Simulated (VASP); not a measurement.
# Ir (Fm-3m) in VASP: further runs

Ir is run at these levels: PBEsol; tasks: single point.

Everything below comes from runs of VASP 6.6.1. Logs are shortened: lines on timing, memory, paths and dates and some standing lists are left out, and cuts for length are marked.

**1. The cell of the first run**

It takes space group Fm-3m (No. 225, cubic). The conventional cell has a = 3.830 Å, b = 3.830 Å, c = 3.830 Å, α = 90.00°, β = 90.00°, γ = 90.00°. Ir (site symmetry m-3m) has 12 Ir at 2.71 Å within 3.6 Å.

**2. Single point, PBEsol**

INCAR reads:

```
SYSTEM = Ir
ALGO = Normal ; EDIFF = 1E-7
ENCUT = 520 ; GGA = PS
ISIF = 2 ; ISMEAR = 0
LASPH = .True. ; LCHARG = .False.
LREAL = .False. ; LWAVE = .False.
NBANDS = 10 ; NELM = 80
PREC = Accurate ; SIGMA = 0.1
```

KPOINTS reads:

```
k-points
0
Gamma
  18 18 18
  0 0 0
```

POSCAR reads:

```
Ir
1.0
    0.0000000000      1.9151294299      1.9151294299
    1.9151294299      0.0000000000      1.9151294299
    1.9151294299      1.9151294299      0.0000000000
Ir
1
Direct
    0.0000000000      0.0000000000      0.0000000000
```

Potentials or basis: VASP PAW PBE potentials, release 64 (Ir).

Run with:

```
> cat potpaw_PBE.64/Ir/POTCAR > POTCAR
> mpirun -np 1 vasp_std > vasp.out
```

OUTCAR:

```text
SYSTEM = Ir
   EDIFF = 1E-7
   ENCUT = 520
   GGA = PS
   ISIF = 2
   ISMEAR = 0
   LASPH = .True.
   LREAL = .False.
   NELM = 80
   PREC = Accurate

 ion  position               nearest neighbor table
   1  0.000  0.000  0.000-

  LATTYP: Found a face centered cubic cell.
 ALAT       =     3.8302588598

  Lattice vectors:

 A1 = (   0.0000000000,   1.9151294299,   1.9151294299)
 A2 = (   1.9151294299,   0.0000000000,   1.9151294299)
 A3 = (   1.9151294299,   1.9151294299,   0.0000000000)

Analysis of symmetry for initial positions (statically):
=====================================================================
 Subroutine PRICEL returns:
 Original cell was already a primitive cell.

 Routine SETGRP: Setting up the symmetry group for a
 face centered cubic supercell.

 Subroutine GETGRP returns: Found 48 space group operations
 (whereof 48 operations were pure point group operations)
 out of a pool of 48 trial point group operations.

The static configuration has the point symmetry O_h .

Analysis of symmetry for dynamics (positions and initial velocities):
=====================================================================
 Subroutine PRICEL returns:
 Original cell was already a primitive cell.

 Routine SETGRP: Setting up the symmetry group for a
 face centered cubic supercell.

 Subroutine GETGRP returns: Found 48 space group operations
 (whereof 48 operations were pure point group operations)
 out of a pool of 48 trial point group operations.

The dynamic configuration has the point symmetry O_h .

 Subroutine INISYM returns: Found 48 space group operations
 (whereof 48 operations are pure point group operations),
 and found     1 'primitive' translations

----------------------------------------------------------------------------------------

                                     Primitive cell

  volume of cell :      14.0483

  direct lattice vectors                    reciprocal lattice vectors
     0.000000000  1.915129430  1.915129430    -0.261078960  0.261078960  0.261078960
     1.915129430  0.000000000  1.915129430     0.261078960 -0.261078960  0.261078960
     1.915129430  1.915129430  0.000000000     0.261078960  0.261078960 -0.261078960

  length of vectors
     2.708402013  2.708402013  2.708402013     0.452202024  0.452202024  0.452202024

  position of ions in fractional coordinates (direct lattice)
     0.000000000  0.000000000  0.000000000

  ion indices of the primitive-cell ions
   primitive index   ion index
                 1           1

----------------------------------------------------------------------------------------

 KPOINTS: k-points

Automatic generation of k-mesh.
 Grid dimensions read from file:
 generate k-points for:   18   18   18

 Generating k-lattice:

  Cartesian coordinates                     Fractional coordinates (reciprocal lattice)
    -0.014504387  0.014504387  0.014504387     0.055555556  0.000000000  0.000000000
     0.014504387 -0.014504387  0.014504387     0.000000000  0.055555556  0.000000000
     0.014504387  0.014504387 -0.014504387     0.000000000  0.000000000  0.055555556

  Length of vectors
     0.025122335  0.025122335  0.025122335

  Shift w.r.t. Gamma in fractional coordinates (k-lattice)
     0.000000000  0.000000000  0.000000000

 Subroutine IBZKPT returns following result:
 ===========================================

 Found    195 irreducible k-points:

 Following reciprocal coordinates:
            Coordinates               Weight
  0.000000  0.000000  0.000000      1.000000
  0.055556  0.000000  0.000000      8.000000
  0.111111  0.000000  0.000000      8.000000
  0.166667  0.000000  0.000000      8.000000
  0.222222  0.000000  0.000000      8.000000
  0.277778  0.000000  0.000000      8.000000
[... 16 lines left out ...]
 -0.277778  0.055556  0.000000     24.000000
 -0.222222  0.055556  0.000000     24.000000
 [... further k-points ...]
   k-points           NKPTS =    195   k-points in BZ     NKDIM =    195   number of bands    NBANDS=     10
   number of dos      NEDOS =    301   number of ions     NIONS =      1
   total plane-waves  NPLWV =   8000
   dimension x,y,z NGX =    20 NGY =   20 NGZ =   20
   dimension x,y,z NGXF=    40 NGYF=   40 NGZF=   40
   ions per type =               1
   NGX,Y,Z   is equivalent  to a cutoff of  12.28, 12.28, 12.28 a.u.
   NGXF,Y,Z  is equivalent  to a cutoff of  24.55, 24.55, 24.55 a.u.
 SYSTEM =  Ir
   PREC   = accura    normal or accurate (medium, high low for compatibility)
   ISTART =      0    job   : 0-new  1-cont  2-samecut
   ICHARG =      2    charge: 1-file 2-atom 10-const
   ISPIN  =      1    spin polarized calculation?
   LNONCOLLINEAR =      F non collinear calculations
   LSORBIT =      F    spin-orbit coupling
   LASPH  =      T    aspherical Exc in radial PAW
   ENCUT  =  520.0 eV  38.22 Ry    6.18 a.u.   5.04  5.04  5.04*2*pi/ulx,y,z
   NELM   =     80;   NELMIN=  2; NELMDL= -5     # of ELM steps
   EDIFF  = 0.1E-06   stopping-criterion for ELM
   LREAL  =      F    real-space projection
   EDIFFG = 0.1E-05   stopping-criterion for IOM
   NSW    =      0    number of steps for IOM
   IBRION =     -1    ionic relax: 0-MD 1-quasi-New 2-CG
   NFREE  =      0    steps in history (QN), initial steepest desc. (CG)
   ISIF   =      2    stress and relaxation
   ISYM   =      2    0-nonsym 1-usesym 2-fastsym
   POTIM  = 0.5000    time-step for ionic-motion
   TEBEG  =    0.0;   TEEND  =   0.0 temperature during run
   PSTRESS=    0.0 pullay stress
   NELECT =       9.0000    total number of electrons
   NUPDOWN=      -1.0000    fix difference up-down
   EMIN   =  10.00;   EMAX   =-10.00  energy-range for DOS
   EFERMI =   0.00;   METHOD = LEGACY
   ISMEAR =     0;   SIGMA  =   0.10  broadening in eV -4-tet -1-fermi 0-gaus
   EFERMI_NEDOS =   21; number of points for ismear=-14 and -15
   IALGO  =     38    algorithm
   IMIX   =      4    mixing-type and parameters
     AMIX     =   0.40;   BMIX     =  1.00
     AMIX_MAG =   1.60;   BMIX_MAG =  1.00
  volume/ion in A,a.u.               =      14.05        94.80
  Fermi-wavevector in a.u.,A,eV,Ry     =   1.411283  2.666939 27.099004  1.991721
  Thomas-Fermi vector in A             =   2.533151
   LORBIT       =      0    0 simple, 1 ext, 2 COOP (PROOUT), +10 PAW based schemes
   GGA     = PS    functional components
   LHFCALC =     F    Hartree Fock is set to
   AEXX    =    0.0000 exact exchange contribution
   IVDW    =     0    specifies the selected vdW correction
   LEPSILON=     F    determine dielectric tensor
   LRPA    =     F    only Hartree local field effects (RPA)
 non-spin polarized calculation
 Gauss-broadening in eV      SIGMA  =   0.10
  energy-cutoff  :      520.00
  volume of cell :       14.05
 maximum number of plane-waves:       388
   NGX =  9   NGY =  9   NGZ =  9

 number of electron       9.0000000 magnetization

 Free energy of the ion-electron system (eV)
  ---------------------------------------------------
  ext. energy  EPLUGINS =         0.00000000
  ---------------------------------------------------
  free energy    TOTEN  =        -9.82326739 eV

  energy without entropy =       -9.81824209  energy(sigma->0) =       -9.82075474

 E-fermi :  10.4060     XC(G=0): -14.1427

 val. band max:       10.3988751682   @ k =   0.5000   0.2222   0.1111
 cond. band min:      10.4156259843   @ k =   0.3333   0.1111   0.0556
 fundamental gap:      0.0167508161
 Fermi energy:        10.4059935579

 k-point     1 :       0.0000    0.0000    0.0000
  band No.  band energies     occupation
      1      -0.8985      2.00000
      2       6.4232      2.00000
      3       6.4232      2.00000
      4       6.4232      2.00000
      5       9.1695      2.00000
      6       9.1695      2.00000
      7      24.6731      0.00000
      8      30.2888      0.00000
      9      30.2888      0.00000
     10      30.2888      0.00000

 k-point     2 :       0.0556    0.0000    0.0000
  band No.  band energies     occupation
      1      -0.7598      2.00000
      2       6.3479      2.00000
      3       6.4841      2.00000
      4       6.4841      2.00000
      5       9.1294      2.00000
      6       9.1294      2.00000
      7      24.9149      0.00000
      8      29.5355      0.00000
      9      30.5181      0.00000
     10      30.5181      0.00000

 k-point     3 :       0.1111    0.0000    0.0000
  band No.  band energies     occupation
      1      -0.3579      2.00000
      2       6.1546      2.00000
      3       6.6435      2.00000
      4       6.6435      2.00000
      5       9.0418      2.00000
      6       9.0418      2.00000
      7      25.5790      0.00000
      8      28.0701      0.00000
      9      31.1845      0.00000
     10      31.1845      0.00000

 k-point     4 :       0.1667    0.0000    0.0000
  band No.  band energies     occupation
      1       0.2579      2.00000
      2       5.9355      2.00000
      3       6.8231      2.00000
      4       6.8231      2.00000
      5       9.0071      2.00000
      6       9.0071      2.00000
      7      26.2633      0.00000
      8      26.7205      0.00000
      9      32.2250      0.00000
     10      32.2250      0.00000
[... 222 lines left out ...]
 k-point    22 :      -0.3333    0.0556    0.0000
  band No.  band energies     occupation
      1       2.1999      2.00000
      2       6.5217      2.00000
      3       6.6649      2.00000
      4       6.9271      2.00000
      5       9.9912      2.00000
      6      10.9063      0.00000
      7      21.1160      0.00000
      8      25.7053      0.00000
      9      31.1516      0.00000
     10      33.2332      0.00000

 k-point    23 :      -0.2778    0.0556    0.0000
  band No.  band energies     occupation
      1       1.9119      2.00000
      2       6.0879      2.00000
      3       6.7389      2.00000
      4       6.8489      2.00000
      5       9.3583      2.00000
      6      10.2886      1.90310
      7      22.9121      0.00000
      8      26.7253      0.00000
      9      32.2099      0.00000
     10      34.2102      0.00000

 k-point    24 :      -0.2222    0.0556    0.0000
  band No.  band energies     occupation
      1       1.3344      2.00000
      2       5.7432      2.00000
      3       6.8881      2.00000
      4       6.9819      2.00000
      5       8.8683      2.00000
      6       9.7421      2.00000
      7      24.5293      0.00000
      8      27.3612      0.00000
      9      32.4809      0.00000
     10      33.7048      0.00000

 [... further k-points ...]
[... 5 lines left out ...]
  --------------------------------------------------------------------------------------
  -------------------------------------------------------------------------------------
  Total        0.0869576      0.0869576      0.0869576      0.0000000      0.0000000      0.0000000
  in kB        9.9173121      9.9173121      9.9173121      0.0000000      0.0000000      0.0000000
  external PRESSURE =       9.9173121 kB  Pullay stress =       0.0000000 kB

 VOLUME and BASIS-vectors are now :
 -----------------------------------------------------------------------------
  energy-cutoff  :      520.00
  volume of cell :       14.05
      direct lattice vectors                 reciprocal lattice vectors
     0.000000000  1.915129430  1.915129430    -0.261078960  0.261078960  0.261078960
     1.915129430  0.000000000  1.915129430     0.261078960 -0.261078960  0.261078960
     1.915129430  1.915129430  0.000000000     0.261078960  0.261078960 -0.261078960

 POSITION                                       TOTAL-FORCE (eV/Angst)
 -----------------------------------------------------------------------------------
      0.00000      0.00000      0.00000         0.000000     -0.000000     -0.000000
 -----------------------------------------------------------------------------------
    total drift:                                0.000000     -0.000000     -0.000000

  FREE ENERGIE OF THE ION-ELECTRON SYSTEM (eV)
  ---------------------------------------------------
  free  energy   TOTEN  =        -9.8232673865 eV

  energy  without entropy=       -9.8182420864  energy(sigma->0) =       -9.82075474
```

Run time: 9.1 s. Hardware: 1 thread of Intel Xeon 6975P-C (Granite Rapids), shared host; peak memory 0.14 GiB.

What came out:

| Item | Value |
| --- | --- |
| Free energy | -9.8233 eV |
| Pressure | 1.0 GPa |

Caveat: the PAW data sets were made with another functional, which shifts forces and pressure a little; spin-orbit coupling is left out, which moves the levels of the heavy elements.

(Part 1 of 3 ends here.)
